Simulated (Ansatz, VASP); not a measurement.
**Two plane-wave programs on Al**

```
Al
1.0
     0.00000    1.80758    1.80758
     1.80758    0.00000    1.80758
     1.80758    1.80758    0.00000
Al
1
Direct
  0.00000 0.00000 0.00000
```

Change from the starting cell: volume scaled by 0.716, to set the pressure.

Alike in both runs: task single point; functional PBE; k mesh 18 × 18 × 18; occupations fermi-dirac, width 0.1 eV; no spin polarisation.

|  | VASP | Ansatz |
| --- | --- | --- |
| version | VASP 6.6.1 | Ansatz 0.2.0 |
| potentials or method | VASP PAW PBE potentials, release 64 (Al) | PAW with Ansatz's default frozen-core files, scalar-relativistic |
| plane-wave cutoff (eV) | 500 | 420 |
| valence electrons in the cell | 3 | 3 |

```csv
,VASP,Ansatz,Ansatz less VASP
pressure (GPa),54.3,54.3,-0.04
```

Both programs put the cell under a high pressure, so it lies far from rest at this level. The functional is the same, so the differences come from potentials, cutoffs and numerics.
